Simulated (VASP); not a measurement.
Set up this calculation in VASP 6.6.1, as the native input.

* Task: single point
* Functional: PBEsol
* Potentials or basis: VASP PAW PBE potentials, release 64 (Ru_pv, Al)
* Cutoff: 520 eV
* k mesh: 9 × 9 × 9
* Occupations: fermi-dirac, width 0.05 eV
* Spin: no spin polarisation
* Dipole correction: no
* Further INCAR settings: ALGO = Fast; EDIFF = 1e-06; NBANDS = 16

The structure of AlRu lies in POSCAR:

```
AlRu
1.0
    3.0309676725      0.0000000000      0.0000000000
    0.0000000000      3.0309676725      0.0000000000
    0.0000000000      0.0000000000      3.0309676725
Ru Al
1 1
Direct
    0.5000000000      0.5000000000      0.5000000000
    0.0000000000      0.0000000000      0.0000000000
```

One way to write it, as run:

INCAR

```
SYSTEM = AlRu
PREC = Accurate
ENCUT = 520
EDIFF = 1E-6
ISMEAR = -1
SIGMA = 0.05
LREAL = .False.
LASPH = .True.
NELM = 60
ALGO = Fast
ISIF = 2
LWAVE = .False.
LCHARG = .True.
GGA = PS
LELF = .True.
LVHAR = .True.
NBANDS = 16
```

KPOINTS

```
Automatic mesh
0
Gamma
  9 9 9
  0 0 0
```

Potentials or basis: VASP PAW PBE potentials, release 64 (Ru_pv, Al).

Run with:

```sh
$ cat potpaw_PBE.64/Ru_pv/POTCAR potpaw_PBE.64/Al/POTCAR > POTCAR
$ mpirun -np 1 vasp_std > vasp.out
```

It gave:

```json
{"Pressure": "-10.7 GPa"}
```

Caveat: the PAW data sets were made with another functional, which shifts forces and pressure a little.

Run time: 5.1 s on 1 thread of Intel(R) Xeon(R) 6975P-C (Granite Rapids) (shared host), peak memory 0.14 GiB.
